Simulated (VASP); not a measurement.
A run of VASP 6.6.1 is set up as follows.

Contents of INCAR:

```
ALGO = Normal
EDIFF = 1E-8
ENCUT = 520
GGA = PE
IBRION = 8
ISIF = 2
ISMEAR = 0
LASPH = T
LCHARG = T
LEPSILON = T
LREAL = F
LWAVE = F
NBANDS = 11
NELM = 60
NSW = 1
PREC = Accurate
SIGMA = 0.01
```

Contents of KPOINTS:

```
k-points
0
Gamma
  10 10 10
```

File POSCAR:

```
MgO
1.0
    0.0000000000      2.1268779578      2.1268779578
    2.1268779578      0.0000000000      2.1268779578
    2.1268779578      2.1268779578      0.0000000000
Mg O
1 1
Direct
    0.0000000000      0.0000000000      0.0000000000
    0.5000000000      0.5000000000      0.5000000000
```

Potentials or basis: VASP PAW PBE potentials, release 64 (Mg, O).

Command:

```bash
$ cat potpaw_PBE.64/Mg/POTCAR potpaw_PBE.64/O/POTCAR > POTCAR
$ mpirun -np 1 vasp_std > vasp.out
```

Estimate the electronic dielectric tensor (diagonal).

3.17.

Predict the Born charges (mean of the diagonal).

Mg +1.98; O -1.98 e.

What does it give for the highest phonon frequency at Γ, LO-TO splitting left out?

368 cm⁻¹.

Phonon frequencies in cm⁻¹ (negative: imaginary):
| q point | frequencies |
| --- | --- |
| (0.000, 0.000, 0.000) | 0 0 0 368 368 368 |
